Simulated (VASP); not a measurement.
# Ti4O in VASP: single point with PBE

Aim: the single point of Ti4O with PBE.

Everything below comes from runs of VASP 6.6.1. Logs are shortened: lines on timing, memory, paths and dates and some standing lists are left out, and cuts for length are marked.

## Step 1: The cell of the first run

The cell holds a slab with vacuum, 5 atoms: a = 2.908 Å, b = 4.112 Å, c = 19.654 Å, α = 90.00°, β = 90.00°, γ = 90.00°.

## Step 2: Single point, PBE

File INCAR:

```
SYSTEM = Ti4O
PREC = Accurate
ENCUT = 1000
EDIFF = 1E-6
ISMEAR = 0
SIGMA = 0.1
LREAL = .False.
LASPH = .True.
NELM = 120
ALGO = Normal
ISIF = 2
LWAVE = .False.
LCHARG = .True.
LDIPOL = .True.
IDIPOL = 3
DIPOL = 0.5 0.5 0.345
GGA = PE
LELF = .True.
LVHAR = .True.
LVACPOTAV = .True.
NBANDS = 35
GGA_COMPAT = .False.
NELMDL = -8
```

File KPOINTS:

```
Automatic mesh
0
Gamma
  9 7 1
  0 0 0
```

File POSCAR:

```
Ti4O
1.0
    2.9075446938      0.0000000000      0.0000000000
    0.0000000000      4.1118891392      0.0000000000
    0.0000000000      0.0000000000     19.6535692687
Ti O
4 1
Direct
    0.5000000000      0.5000000000      0.2035253722
    0.0000000000      0.0000000000      0.2774952616
    0.5000000000      0.5000000000      0.3439484703
    0.0000000000      0.0000000000      0.4148645550
    0.0000000000      0.2000000000      0.4865452717
```

Potentials or basis: VASP PAW PBE potentials, release 64 (Ti_sv, O_h).

Command:

```bash
$ cat potpaw_PBE.64/Ti_sv/POTCAR potpaw_PBE.64/O_h/POTCAR > POTCAR
$ mpirun -np 1 vasp_std > vasp.out
```

OUTCAR:

```text
SYSTEM = Ti4O
   PREC = Accurate
   ENCUT = 1000
   EDIFF = 1E-6
   ISMEAR = 0
   LREAL = .False.
   LASPH = .True.
   NELM = 120
   ISIF = 2
   GGA = PE
   NELMDL = -8

 ion  position               nearest neighbor table
   1  0.500  0.500  0.204-   3 2.76   2 2.91   2 2.91   2 2.91   2 2.91
   2  0.000  0.000  0.277-   4 2.70   3 2.84   3 2.84   3 2.84   3 2.84   1 2.91   1 2.91   1 2.91
                             1 2.91
   3  0.500  0.500  0.344-   1 2.76   2 2.84   2 2.84   2 2.84   2 2.84   4 2.88   4 2.88   4 2.88
                             4 2.88
   4  0.000  0.000  0.415-   5 1.63   2 2.70   3 2.88   3 2.88   3 2.88   3 2.88
   5  0.000  0.200  0.487-   4 1.63

  LATTYP: Found a simple orthorhombic cell.
 ALAT       =     2.9075446938
 B/A-ratio  =     1.4142135624
 C/A-ratio  =     6.7595071920

  Lattice vectors:

 A1 = (   2.9075446938,   0.0000000000,   0.0000000000)
 A2 = (   0.0000000000,   4.1118891392,   0.0000000000)
 A3 = (   0.0000000000,   0.0000000000,  19.6535692687)

Analysis of symmetry for initial positions (statically):
=====================================================================
 Subroutine PRICEL returns:
 Original cell was already a primitive cell.

 Routine SETGRP: Setting up the symmetry group for a
 simple orthorhombic supercell.

 Subroutine GETGRP returns: Found  2 space group operations
 (whereof  2 operations were pure point group operations)
 out of a pool of  8 trial point group operations.

The static configuration has the point symmetry C_1h.

Analysis of symmetry for dynamics (positions and initial velocities):
=====================================================================
 Subroutine PRICEL returns:
 Original cell was already a primitive cell.

 Routine SETGRP: Setting up the symmetry group for a
 simple orthorhombic supercell.

 Subroutine GETGRP returns: Found  2 space group operations
 (whereof  2 operations were pure point group operations)
 out of a pool of  8 trial point group operations.

The dynamic configuration has the point symmetry C_1h.

 Subroutine INISYM returns: Found  2 space group operations
 (whereof  2 operations are pure point group operations),
 and found     1 'primitive' translations

----------------------------------------------------------------------------------------

                                     Primitive cell

  volume of cell :     234.9683

  direct lattice vectors                    reciprocal lattice vectors
     2.907544694  0.000000000  0.000000000     0.343932804  0.000000000  0.000000000
     0.000000000  4.111889139  0.000000000     0.000000000  0.243197218  0.000000000
     0.000000000  0.000000000 19.653569269     0.000000000  0.000000000  0.050881343

  length of vectors
     2.907544694  4.111889139 19.653569269     0.343932804  0.243197218  0.050881343

  position of ions in fractional coordinates (direct lattice)
     0.500000000  0.500000000  0.203525372
     0.000000000  0.000000000  0.277495262
     0.500000000  0.500000000  0.343948470
     0.000000000  0.000000000  0.414864555
     0.000000000  0.200000000  0.486545272

  ion indices of the primitive-cell ions
   primitive index   ion index
                 1           1
                 2           2
                 3           3
                 4           4
                 5           5

----------------------------------------------------------------------------------------

 KPOINTS: Automatic mesh

Automatic generation of k-mesh.
 Grid dimensions read from file:
 generate k-points for:    9    7    1

 Generating k-lattice:

  Cartesian coordinates                     Fractional coordinates (reciprocal lattice)
     0.038214756  0.000000000  0.000000000     0.111111111  0.000000000  0.000000000
     0.000000000  0.034742460  0.000000000     0.000000000  0.142857143  0.000000000
     0.000000000  0.000000000  0.050881343     0.000000000  0.000000000  1.000000000

  Length of vectors
     0.038214756  0.034742460  0.050881343

  Shift w.r.t. Gamma in fractional coordinates (k-lattice)
     0.000000000  0.000000000  0.000000000

 Subroutine IBZKPT returns following result:
 ===========================================

 Found     20 irreducible k-points:

 Following reciprocal coordinates:
            Coordinates               Weight
  0.000000  0.000000  0.000000      1.000000
  0.111111  0.000000  0.000000      2.000000
  0.222222  0.000000  0.000000      2.000000
  0.333333  0.000000  0.000000      2.000000
  0.444444  0.000000  0.000000      2.000000
  0.000000  0.142857  0.000000      2.000000
[... 12 lines left out ...]
  0.333333  0.428571  0.000000      4.000000
  0.444444  0.428571  0.000000      4.000000
   k-points           NKPTS =     20   k-points in BZ     NKDIM =     20   number of bands    NBANDS=     35
   number of dos      NEDOS =    301   number of ions     NIONS =      5
   total plane-waves  NPLWV = 264600
   dimension x,y,z NGX =    30 NGY =   42 NGZ =  210
   dimension x,y,z NGXF=    60 NGYF=   84 NGZF=  420
   ions per type =               4   1
   NGX,Y,Z   is equivalent  to a cutoff of  17.15, 16.98, 17.76 a.u.
   NGXF,Y,Z  is equivalent  to a cutoff of  34.31, 33.96, 35.53 a.u.
 SYSTEM =  Ti4O
   PREC   = accura    normal or accurate (medium, high low for compatibility)
   ISTART =      0    job   : 0-new  1-cont  2-samecut
   ICHARG =      2    charge: 1-file 2-atom 10-const
   ISPIN  =      1    spin polarized calculation?
   LNONCOLLINEAR =      F non collinear calculations
   LSORBIT =      F    spin-orbit coupling
   LASPH  =      T    aspherical Exc in radial PAW
   ENCUT  = 1000.0 eV  73.50 Ry    8.57 a.u.   7.50 10.60 50.68*2*pi/ulx,y,z
   NELM   =    120;   NELMIN=  2; NELMDL= -8     # of ELM steps
   EDIFF  = 0.1E-05   stopping-criterion for ELM
   LREAL  =      F    real-space projection
   EDIFFG = 0.1E-04   stopping-criterion for IOM
   NSW    =      0    number of steps for IOM
   IBRION =     -1    ionic relax: 0-MD 1-quasi-New 2-CG
   NFREE  =      0    steps in history (QN), initial steepest desc. (CG)
   ISIF   =      2    stress and relaxation
   ISYM   =      2    0-nonsym 1-usesym 2-fastsym
   POTIM  = 0.5000    time-step for ionic-motion
   TEBEG  =    0.0;   TEEND  =   0.0 temperature during run
   PSTRESS=    0.0 pullay stress
   NELECT =      54.0000    total number of electrons
   NUPDOWN=      -1.0000    fix difference up-down
   EMIN   =  10.00;   EMAX   =-10.00  energy-range for DOS
   EFERMI =   0.00;   METHOD = LEGACY
   ISMEAR =     0;   SIGMA  =   0.10  broadening in eV -4-tet -1-fermi 0-gaus
   EFERMI_NEDOS =   21; number of points for ismear=-14 and -15
   IALGO  =     38    algorithm
   IMIX   =      4    mixing-type and parameters
     AMIX     =   0.40;   BMIX     =  1.00
     AMIX_MAG =   1.60;   BMIX_MAG =  1.00
  volume/ion in A,a.u.               =      46.99       317.13
  Fermi-wavevector in a.u.,A,eV,Ry     =   1.002774  1.894968 13.681412  1.005555
  Thomas-Fermi vector in A             =   2.135283
   LORBIT       =      0    0 simple, 1 ext, 2 COOP (PROOUT), +10 PAW based schemes
   GGA     = PE    functional components
   LHFCALC =     F    Hartree Fock is set to
   AEXX    =    0.0000 exact exchange contribution
   IVDW    =     0    specifies the selected vdW correction
   LEPSILON=     F    determine dielectric tensor
   LRPA    =     F    only Hartree local field effects (RPA)
 non-spin polarized calculation
 Gauss-broadening in eV      SIGMA  =   0.10
  energy-cutoff  :     1000.00
  volume of cell :      234.97
 maximum number of plane-waves:     16925
 NGX is ok and might be reduce to    30
   NGX = 15   NGY = 21   NGZ =101

 dipolmoment           0.000000      0.000000     -0.245602 electrons x Angstroem

 number of electron      54.0000005 magnetization

 dipolmoment           0.000000      0.000000      0.261130 electrons x Angstroem

 Free energy of the ion-electron system (eV)
  ---------------------------------------------------
  ext. energy  EPLUGINS =         0.00000000
  ---------------------------------------------------
  free energy    TOTEN  =       -35.91469148 eV

  energy without entropy =      -35.88262555  energy(sigma->0) =      -35.89865851

 E-fermi :  -0.9778     XC(G=0):  -4.7313

 val. band max:       -0.9892232862   @ k =   0.2222   0.1429   0.0000
 cond. band min:      -0.9677941068   @ k =   0.4444   0.2857   0.0000
 fundamental gap:      0.0214291793
 Fermi energy:        -0.9778145057

 k-point     1 :       0.0000    0.0000    0.0000
  band No.  band energies     occupation
      1     -58.0318      2.00000
      2     -57.7080      2.00000
      3     -57.5782      2.00000
      4     -57.4494      2.00000
      5     -34.4485      2.00000
      6     -34.3578      2.00000
[... 27 lines left out ...]
     34       0.6506      0.00000
     35       0.8765      0.00000

 k-point     2 :       0.1111    0.0000    0.0000
  band No.  band energies     occupation
      1     -58.0266      2.00000
      2     -57.7009      2.00000
      3     -57.5751      2.00000
      4     -57.4460      2.00000
      5     -34.4458      2.00000
      6     -34.3443      2.00000
[... 27 lines left out ...]
     34       0.8299      0.00000
     35       0.9244      0.00000

 k-point     3 :       0.2222    0.0000    0.0000
  band No.  band energies     occupation
      1     -58.0134      2.00000
      2     -57.6823      2.00000
      3     -57.5678      2.00000
      4     -57.4376      2.00000
      5     -34.4406      2.00000
      6     -34.3102      2.00000
[... 27 lines left out ...]
     34       0.7637      0.00000
     35       0.9966      0.00000
[... 571 lines left out ...]
 k-point    19 :       0.3333    0.4286    0.0000
  band No.  band energies     occupation
      1     -57.9968      2.00000
      2     -57.6527      2.00000
      3     -57.5657      2.00000
      4     -57.4304      2.00000
      5     -34.4306      2.00000
      6     -34.3224      2.00000
[... 27 lines left out ...]
     34       0.7522      0.00000
     35       0.9706      0.00000

 k-point    20 :       0.4444    0.4286    0.0000
  band No.  band energies     occupation
      1     -57.9880      2.00000
      2     -57.6434      2.00000
      3     -57.5569      2.00000
      4     -57.4216      2.00000
      5     -34.4103      2.00000
      6     -34.3575      2.00000
[... 27 lines left out ...]
     34       0.8057      0.00000
     35       1.0772      0.00000

------------------------ aborting loop because EDIFF is reached ----------------------------------------

  FORCE on cell =-STRESS in cart. coord.  units (eV):
  Direction    XX          YY          ZZ          XY          YZ          ZX
  --------------------------------------------------------------------------------------
  -------------------------------------------------------------------------------------
  Total        3.2218919     -1.0867527      1.0381252      0.0000000      1.1696137      0.0000000
  in kB       21.9691025     -7.4102367      7.0786602      0.0000000      7.9752404      0.0000000
  external PRESSURE =       7.2125087 kB  Pullay stress =       0.0000000 kB

 VOLUME and BASIS-vectors are now :
 -----------------------------------------------------------------------------
  energy-cutoff  :     1000.00
  volume of cell :      234.97
      direct lattice vectors                 reciprocal lattice vectors
     2.907544694  0.000000000  0.000000000     0.343932804  0.000000000  0.000000000
     0.000000000  4.111889139  0.000000000     0.000000000  0.243197218  0.000000000
     0.000000000  0.000000000 19.653569269     0.000000000  0.000000000  0.050881343

 POSITION                                       TOTAL-FORCE (eV/Angst)
 -----------------------------------------------------------------------------------
      1.45377      2.05594      4.00000         0.000000     -0.021330      0.483775
      0.00000      0.00000      5.45377         0.000000     -0.016253     -0.529226
      1.45377      2.05594      6.75982         0.000000     -0.329680     -0.980900
      0.00000      0.00000      8.15357         0.000000     -0.045090      0.869067
      0.00000      0.82238      9.56235         0.000000      0.412352      0.157283
 -----------------------------------------------------------------------------------
    total drift:                                0.000000      0.000698      0.000680

  FREE ENERGIE OF THE ION-ELECTRON SYSTEM (eV)
  ---------------------------------------------------
  free  energy   TOTEN  =       -35.9146914811 eV

  energy  without entropy=      -35.8826255455  energy(sigma->0) =      -35.89865851

 vacuum level on the upper side and lower side of the slab         6.346         2.393
```

Run time: 20 min. Hardware: 1 thread of Intel Xeon Platinum 8375C at 2.90GHz (Ice Lake), shared host; peak memory 0.78 GiB.

What came out:

```
Free energy            : -35.9147 eV
Largest force          : 1.035 eV/Å
Band gap on the k mesh : zero (bands 27 and 28 overlap by 0.55 eV)
```

Forces in eV/Å, atoms in the order of the input:
```
Ti   0.000 -0.021  0.484
Ti   0.000 -0.016 -0.529
Ti   0.000 -0.330 -0.981
Ti   0.000 -0.045  0.869
O    0.000  0.412  0.157
```

The gap in the log of VASP goes by the Fermi energy; the results here count the filled bands.